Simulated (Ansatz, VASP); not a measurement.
# One calculation of Mn, two programs

```xyz
2
Lattice="2.5162 0.0000 0.0000 -1.2581 2.1791 0.0000 0.0000 0.0000 4.0663" Properties=species:S:1:pos:R:3 pbc="T T T"
Mn    0.0000    1.4527    1.0166
Mn    1.2581    0.7264    3.0497
```

Alike in both runs: task single point; functional PBE; k mesh 24 × 24 × 13; occupations fermi-dirac, width 0.1 eV; no spin polarisation.

|  | VASP | Ansatz |
| --- | --- | --- |
| version | VASP 6.6.1 | Ansatz 0.2.0 |
| potentials or method | VASP PAW PBE potentials, release 64 (Mn_pv), cutoff 520 eV | plane waves (420 eV) with PAW, scalar-relativistic |
| valence electrons in the cell | 26 | 30 |

|  | VASP | Ansatz | Ansatz less VASP |
| --- | --- | --- | --- |
| pressure (GPa) | -10.1 | -10.0 | +0.12 |
| traceless stress, the component that is largest in VASP (GPa) | -0.16 | -0.05 | +0.108 |

With one functional, cell and mesh, what is left measures potentials, basis and numerics. VASP's potentials hold 26 valence electrons a cell and Ansatz's 30, so a difference there can come from the potentials and not from the codes.
